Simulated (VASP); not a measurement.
Set up this calculation in VASP 6.6.1, as the native input.

```
Task                   : single point
Functional             : PBE
Potentials or basis    : VASP PAW PBE potentials, release 64 (Ge_d, Te, S)
Cutoff                 : 520 eV
k mesh                 : 3 × 3 × 4
Occupations            : gaussian, width 0.1 eV
Spin                   : no spin polarisation
Dipole correction      : no
Further INCAR settings : ALGO = Normal; EDIFF = 1e-07; NBANDS = 39
```

The structure of Ge3Te2S lies in POSCAR:

```
Ge3Te2S
1.0
    6.7252263200      0.0000000000      0.0000000000
   -3.3626131600      5.8242168400      0.0000000000
    0.0000000000      0.0000000000      4.5627229300
Ge Te S
3 2 1
Direct
    0.5000000000      0.0000000000      0.5000000000
    0.0000000000      0.5000000000      0.5000000000
    0.5000000000      0.5000000000      0.5000000000
    0.3333333300      0.6666666700      0.5000000000
    0.6666666700      0.3333333300      0.5000000000
    0.0000000000      0.0000000000      0.5000000000
```

The cell was generated, and may not be a known phase.

The input as run:

INCAR

```
ALGO = Normal
EDIFF = 1E-7
ENCUT = 520
GGA = PE
ISIF = 2
ISMEAR = 0
LASPH = True
LCHARG = False
LREAL = False
LWAVE = False
NBANDS = 39
NELM = 80
PREC = Accurate
SIGMA = 0.1
```

KPOINTS

```
k-points
0
Gamma
  3 3 4
```

Potentials or basis: VASP PAW PBE potentials, release 64 (Ge_d, Te, S).

Launch:

```console
$ cat potpaw_PBE.64/Ge_d/POTCAR potpaw_PBE.64/Te/POTCAR potpaw_PBE.64/S/POTCAR > POTCAR
$ mpirun -np 1 vasp_std > vasp.out
```

Results of the run:

| Property | Result |
| --- | --- |
| Pressure | 64.5 GPa |
| Band gap on the k mesh | zero (bands 30 and 31 overlap by 0.71 eV) |

Caveat: the stress differs along the axes, from -0 to 97 GPa; spin-orbit coupling is left out, which moves the levels of the heavy elements; this functional lacks dispersion, which binds layers or chains, so the pressure and a relaxed spacing across them are unreliable.

It took 2.1 min on 1 thread of Intel Xeon 8259CL (shared host), peak memory 0.31 GiB.
